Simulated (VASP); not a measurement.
Here is a VASP 6.6.1 calculation.

The input INCAR:

```
  PREC = Accurate
  ENCUT = 600
  EDIFF = 1E-6
  ISMEAR = 0
  SIGMA = 0.1
  LREAL = False
  LASPH = True
  NELM = 100
  ALGO = Normal
  ISIF = 3
  LWAVE = False
  LCHARG = False
  GGA = PE
  IBRION = 2
  NSW = 90
  EDIFFG = -0.04
```

File KPOINTS:

```
regular mesh
0
Gamma
  6 6 2
```

The input POSCAR:

```
SbO5
1.0
    2.5598886500      0.0000000000      0.0000000000
   -1.2799443300      2.2169286000      0.0000000000
    0.0000000000      0.0000000000     12.4429551600
Sb O
1 5
Direct
    0.0000000000      0.0000000000      0.0000000000
    0.6666666700      0.3333333300      0.8353336500
    0.0000000000      0.0000000000      0.6676422400
    0.6666666700      0.3333333300      0.5000000000
    0.0000000000      0.0000000000      0.3323577600
    0.6666666700      0.3333333300      0.1646663500
```

Potentials or basis: VASP PAW PBE potentials, release 64 (Sb, O).

Command:

```bash
$ cat potpaw_PBE.64/Sb/POTCAR potpaw_PBE.64/O/POTCAR > POTCAR
$ mpirun -np 1 vasp_std > vasp.out
```

(1) Estimate the band gap on the k mesh.

(2) Predict the relaxed cell.

(3) Predict the space group after relaxing (to 0.1 Å).

Answers

(1) zero (an odd number of electrons rules out a gap without spin polarisation).

(2) a = 3.225 Å, b = 3.225 Å, c = 9.775 Å, α = 90.00°, β = 90.00°, γ = 120.00°.

(3) P-6m2 (No. 187).

Caveat: spin-orbit coupling is left out, which moves the levels of the heavy elements; an odd number of electrons without spin polarisation forces a metal; a magnetic or distorted state may lie lower.
